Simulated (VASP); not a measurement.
# Mg2NCl: single point with LDA

The system is Mg2NCl.

```
CELL_PARAMETERS angstrom
1.70218 0.98276 5.70283
-1.70218 0.98276 5.70283
0.00000 -1.96551 5.70283
ATOMIC_POSITIONS crystal
Mg 0.22282 0.22282 0.22282
Mg 0.77719 0.77719 0.77719
N 0.50000 0.50000 0.50000
Cl 0.00000 0.00000 0.00000
```

This cell differs from its parent crystal: strain +0.025 along x and y, -0.050 along z.

```yaml
Program: VASP 6.6.1
Task: single point
Functional: LDA
Potentials_or_basis: VASP PAW LDA potentials, release 64 (Mg, N, Cl)
Cutoff: 520 eV
k_mesh: 9 × 9 × 9
Occupations: gaussian, width 0.05 eV
Spin: no spin polarisation
```

```yaml
Pressure: -7.2 GPa
Largest_force: 0.063 eV/Å
Band_gap_on_the_k_mesh: 2.46 eV
```

Forces in eV/Å, atoms in the order of the input:
```
Mg   0.000  0.000  0.063
Mg   0.000  0.000 -0.063
N    0.000  0.000  0.000
Cl   0.000  0.000  0.000
```

Stress tensor (GPa, compression positive):
```
-11.07   0.00   0.00
  0.00 -11.07   0.00
  0.00   0.00   0.55
```

Levels at points of the mesh, in eV from the valence-band top:
```csv
k point,band 6,band 7,band 8,band 9,band 10,band 11
"(0.00, 0.00, 0.00)",-0.36,0.00,0.00,2.46,4.83,8.82
```

Wall time 85 s on 1 thread of Intel(R) Xeon(R) 6975P-C (Granite Rapids), with other jobs on the host, peak memory 0.31 GiB.

Caveat: the cell differs from its parent crystal (strain +0.025 along x and y, -0.050 along z); the cell stands under tension; an odd mesh through Γ misses points on the zone boundary, where band edges can lie.
